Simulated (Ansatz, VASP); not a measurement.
**AlN in VASP and in Ansatz**

File INCAR:

```
SYSTEM = AlN
PREC = Accurate
ENCUT = 520
EDIFF = 1E-6
ISMEAR = -1
SIGMA = 0.03
LREAL = .FALSE.
LASPH = .TRUE.
NELM = 60
ALGO = Normal
ISIF = 2
LWAVE = .FALSE.
LCHARG = .FALSE.
GGA = PS
NBANDS = 16
```

Contents of KPOINTS:

```
regular mesh
0
G
  10 10 6
  0 0 0
```

Contents of POSCAR:

```
AlN
1.0
    3.1110021516      0.0155550108      0.0155550108
   -1.5420300413      2.6864293891      0.0056935291
    0.0248900000      0.0248900000      4.9780000000
Al N
2 2
Direct
    0.3333333333      0.6666666667      0.0000000000
    0.6666666667      0.3333333333      0.5000000000
    0.3333333333      0.6666666667      0.3850000000
    0.6666666667      0.3333333333      0.8850000000
```

Input for Ansatz:

```yaml
crystal:
  lattice:
    - [3.1110021516, 0.0155550108, 0.0155550108]
    - [-1.5420300413, 2.6864293891, 0.0056935291]
    - [0.02489, 0.02489, 4.978]
  atoms:
    - { symbol: Al, position: [0.3333333333, 0.6666666667, 0.0] }
    - { symbol: Al, position: [0.6666666667, 0.3333333333, 0.5] }
    - { symbol: "N", position: [0.3333333333, 0.6666666667, 0.385] }
    - { symbol: "N", position: [0.6666666667, 0.3333333333, 0.885] }
kpoints:
  mp_grid: { grid: [10, 10, 6] }
  band_path:
    path:
      - [0.0, 0.0, 0.0]
      - [0.0, -0.5, 0.0]
      - [0.0, 0.0, 0.5]
      - [0.0, 0.0, 0.0]
      - [-0.5, 0.0, 0.0]
      - [-0.5, 0.5, -0.5]
      - [0.0, 0.0, 0.0]
      - [-0.5, 0.0, -0.5]
      - [-0.5, 0.5, 0.0]
    npoints: 5
scf:
  occupations: { method: fermi_dirac, width: 0.03 }
hamiltonian:
  xc: pbesol
  pseudopotentials: { kind: all_electron, lapw: { basis_error: 0.001 } }
output:
  forces: true
  stress: true
  eigenvalues: true
```

Change from the starting cell: equal xy, yz and zx shear strains of +1 %.

Alike in both runs: task single point; functional PBEsol; k mesh 10 × 10 × 6; occupations fermi-dirac, width 0.03 eV; no spin polarisation.

|  | VASP | Ansatz |
| --- | --- | --- |
| version | VASP 6.6.1 | Ansatz 0.2.0 |
| potentials or method | VASP PAW PBE potentials, release 64 (Al, N), cutoff 520 eV | all-electron LAPW, scalar-relativistic |

Ansatz gave:

```
gap on the k mesh at the Fermi level (eV)                     : 4.08
pressure (GPa)                                                : 0.5
traceless stress, the component that is largest in VASP (GPa) : -1.78
rms of the force components (eV/Å)                            : 0.126
```

Problem. Estimate VASP's values.

Solution. gap on the k mesh at the Fermi level (eV): 4.08; pressure (GPa): 0.5; traceless stress, the component that is largest in VASP (GPa): -1.80; rms of the force components (eV/Å): 0.127.

VASP's potentials were made for PBE, not for PBEsol. Atom by atom the forces differ by 0.001 eV/Å (rms over components). Ansatz ran all-electron here, and VASP with PAW potentials.
